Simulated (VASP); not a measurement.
A run of VASP 6.6.1 is set up as follows.

Contents of INCAR:

```
SYSTEM = Sn2I
PREC = Accurate
ENCUT = 520
EDIFF = 1E-6
ISMEAR = 0
SIGMA = 0.1
LREAL = .False.
LASPH = .True.
NELM = 100
ALGO = Normal
ISIF = 2
LWAVE = .False.
LCHARG = .True.
GGA = PE
LELF = .True.
LVHAR = .True.
NBANDS = 44
```

The input KPOINTS:

```
Automatic mesh
0
Gamma
  4 4 4
  0 0 0
```

Contents of POSCAR:

```
Sn2I
1.0
    6.7684731060      0.0000000000      0.0000000000
    0.0000000000      6.7684731060      0.0000000000
    0.0000000000      0.0000000000      4.3595803049
Sn I
4 2
Direct
    0.3060000000      0.3060000000      0.0000000000
    0.1940000000      0.8060000000      0.5000000000
    0.6940000000      0.6940000000      0.0000000000
    0.8060000000      0.1940000000      0.5000000000
    0.0000000000      0.0000000000      0.0000000000
    0.5000000000      0.5000000000      0.5000000000
```

Potentials or basis: VASP PAW PBE potentials, release 64 (Sn_d, I).

The run is started by

```console
$ cat potpaw_PBE.64/Sn_d/POTCAR potpaw_PBE.64/I/POTCAR > POTCAR
$ mpirun -np 1 vasp_std > vasp.out
```

Question: Predict the largest force.

Answer: 0.918 eV/Å.

Question: Predict the band gap on the k mesh.

Answer: Zero (band 35 reaches 7.08 eV, above the bottom of band 36 at 5.77 eV).

Question: What does it give for the pressure?

Answer: 11.3 GPa.

Stress tensor (GPa, compression positive):
```
10.12  0.00  0.00
 0.00 10.12  0.00
 0.00  0.00 13.79
```

Caveat: the k points lie up to 0.36 Å⁻¹ apart; spin-orbit coupling is left out, which moves the levels of the heavy elements.
